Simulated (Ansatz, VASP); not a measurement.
**Two plane-wave programs on Ni**

The input INCAR:

```
SYSTEM = Ni
PREC = Accurate
ENCUT = 600
EDIFF = 1E-7
ISMEAR = 0
SIGMA = 0.1
LREAL = .FALSE.
LASPH = .TRUE.
NELM = 150
ALGO = Fast
ISIF = 3
LWAVE = .FALSE.
LCHARG = .FALSE.
ISPIN = 2
MAGMOM = 0.78
LORBIT = 11
LMAXMIX = 4
GGA = PS
IBRION = 2
NSW = 100
EDIFFG = -0.01
```

Contents of KPOINTS:

```
regular mesh
0
G
  24 24 24
  0 0 0
```

Contents of POSCAR:

```
Ni
1.0
    2.2938224753      0.0000000000      0.0000000000
    0.0000000000      2.2938224753      0.0000000000
    0.0000000000      0.0000000000      2.2938224753
Ni
1
Direct
    0.0000000000      0.0000000000      0.0000000000
```

Input for Ansatz:

```yaml
crystal:
  lattice:
    - [2.2938224753, 0.0, 0.0]
    - [0.0, 2.2938224753, 0.0]
    - [0.0, 0.0, 2.2938224753]
  atoms:
    - { symbol: Ni, position: [0.0, 0.0, 0.0], spin: 0.78 }
basis:
  ecutwfc: 420
kpoints:
  mp_grid: { grid: [24, 24, 24] }
hamiltonian:
  xc: pbesol
scf:
  occupations: { method: gaussian, width: 0.1 }
output:
  forces: true
  stress: true
  eigenvalues: true
  populations: true
magnetization:
  spin_polarized: true
relax:
  adjacent_minimum: "off"
  f_tol: 0.01
  max_steps: 80
  cell: { stress_tol: 0.05 }
```

Alike in both runs: task relaxation of cell and atoms; functional PBEsol; k mesh 24 × 24 × 24; occupations gaussian, width 0.1 eV; collinear spin.

|  | VASP | Ansatz |
| --- | --- | --- |
| version | VASP 6.6.1 | Ansatz 0.2.0 |
| potentials or method | VASP PAW PBE potentials, release 64 (Ni), cutoff 600 eV | scalar-relativistic, plane waves, PAW |
| valence electrons in the cell | 10 | 18 |

Ansatz gave:

```
gap on the k mesh at the Fermi level, each at its own relaxed structure (eV) : none
net moment per atom (μB)                                                     : 0.52
size of the moment on the site where the two differ most (μB)                : 0.54
relaxed volume (Å³/atom)                                                     : 11.99
relaxed length of the cell vector where the two differ most in proportion (Å)              : 2.289
```

Estimate VASP's values.

gap on the k mesh at the Fermi level, each at its own relaxed structure (eV): none; net moment per atom (μB): 0.50; size of the moment on the site where the two differ most (μB): 0.50; relaxed volume (Å³/atom): 11.97; relaxed length of the cell vector where the two differ most in proportion (Å): 2.288.

VASP's potentials were made for PBE, not for PBEsol. Site moments also hang on the region over which each program counts them. A gap of «none» marks a metal or a gap that the smearing closes. VASP's potentials hold 10 valence electrons a cell and Ansatz's 18, so a difference there can come from the potentials and not from the codes.
